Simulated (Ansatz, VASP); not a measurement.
# One calculation of TiSi3O8, two programs

INCAR

```
SYSTEM = TiSi3O8
PREC = Accurate ; ENCUT = 520
EDIFF = 1E-7 ; ISMEAR = -1
SIGMA = 0.02 ; LREAL = .FALSE.
LASPH = .TRUE. ; NELM = 100
ALGO = Normal ; ISIF = 2
LWAVE = .FALSE. ; LCHARG = .FALSE.
GGA = PE ; NBANDS = 48
```

Contents of KPOINTS:

```
regular mesh
0
G
  6 6 6
  0 0 0
```

Contents of POSCAR:

```
TiSi3O8
1.0
    3.0057089983     -3.0576623161      0.0000000000
    3.0057089983      3.0576623161      0.0000000000
    0.0000000000      0.0000000000      5.5039123261
Si O Ti
3 8 1
Direct
    0.5000000000      0.5000000000      0.2440767519
    0.0000000000      0.0000000000      0.0000000000
    0.5000000000      0.5000000000      0.7559232481
    0.2009396499      0.2009396499      0.2320322478
    0.7990603501      0.7990603501      0.2320322478
    0.6945066164      0.3054933836      0.0000000000
    0.3054933836      0.6945066164      0.0000000000
    0.2009396499      0.2009396499      0.7679677522
    0.7990603501      0.7990603501      0.7679677522
    0.6815453683      0.3184546317      0.5000000000
    0.3184546317      0.6815453683      0.5000000000
    0.0000000000      0.0000000000      0.5000000000
```

Input for Ansatz:

```yaml
crystal:
  lattice:
    - [3.0057089983, -3.0576623161, 0.0]
    - [3.0057089983, 3.0576623161, 0.0]
    - [0.0, 0.0, 5.5039123261]
  atoms:
    - { symbol: Si, position: [0.5, 0.5, 0.2440767519] }
    - { symbol: Si, position: [0.0, 0.0, 0.0] }
    - { symbol: O, position: [0.2009396499, 0.2009396499, 0.2320322478] }
    - { symbol: O, position: [0.7990603501, 0.7990603501, 0.2320322478] }
    - { symbol: O, position: [0.6945066164, 0.3054933836, 0.0] }
    - { symbol: O, position: [0.3054933836, 0.6945066164, 0.0] }
    - { symbol: Si, position: [0.5, 0.5, 0.7559232481] }
    - { symbol: Ti, position: [0.0, 0.0, 0.5] }
    - { symbol: O, position: [0.2009396499, 0.2009396499, 0.7679677522] }
    - { symbol: O, position: [0.7990603501, 0.7990603501, 0.7679677522] }
    - { symbol: O, position: [0.6815453683, 0.3184546317, 0.5] }
    - { symbol: O, position: [0.3184546317, 0.6815453683, 0.5] }
kpoints:
  mp_grid: { grid: [6, 6, 6] }
  band_path:
    path:
      - [[0.0, 0.0, 0.0], [-0.5, 0.5, 4.878239147964e-35], [-0.4915765807165, 0.5084234192835, 4.989734391347e-35]]
      - [[0.4915765807165, 0.4915765807165, 6.506674862551e-35], [0.0, 0.0, 0.0], [9.478781350858e-52, -1.750047083451e-52, 0.5], [0.4915765807165, 0.4915765807165, 0.5]]
      - [[-0.4915765807165, 0.5084234192835, 0.5], [-0.5, 0.5, 0.5], [-0.5, 0.5, 4.878239147964e-35]]
      - [[0.0, 0.0, 0.0], [-5.055871698401e-18, 0.5, 5.748204626949e-35], [-5.055871698401e-18, 0.5, 0.5], [9.478781350858e-52, -1.750047083451e-52, 0.5], [-0.5, 0.5, 0.5]]
    npoints: 10
hamiltonian:
  xc: pbe
scf:
  occupations: { method: fermi_dirac, width: 0.02 }
  n_extra_bands: 7
output:
  forces: true
  stress: true
  eigenvalues: true
  write_density: true
  write_potential: true
  elf: true
  volumetric_format: npy
```

Alike in both runs: task single point; functional PBE; k mesh 6 × 6 × 6; occupations fermi-dirac, width 0.02 eV; no spin polarisation.

|  | VASP | Ansatz |
| --- | --- | --- |
| version | VASP 6.6.1 | Ansatz 0.2.0 |
| potentials or method | VASP PAW PBE potentials, release 64 (Si, O, Ti_sv) | plane waves, PAW |
| plane-wave cutoff (eV) | 520 | 420 |
| valence electrons in the cell | 72 | 72 |

Ansatz gave:

```
gap on the k mesh at the Fermi level (eV) : 1.79
pressure (GPa)                            : 8.3
rms of the force components (eV/Å)        : 0.049
```

Q: What did VASP give for the same quantities?

A: gap on the k mesh at the Fermi level (eV): 1.76; pressure (GPa): 8.6; rms of the force components (eV/Å): 0.050.

The functional is the same, so the differences come from potentials, cutoffs and numerics.
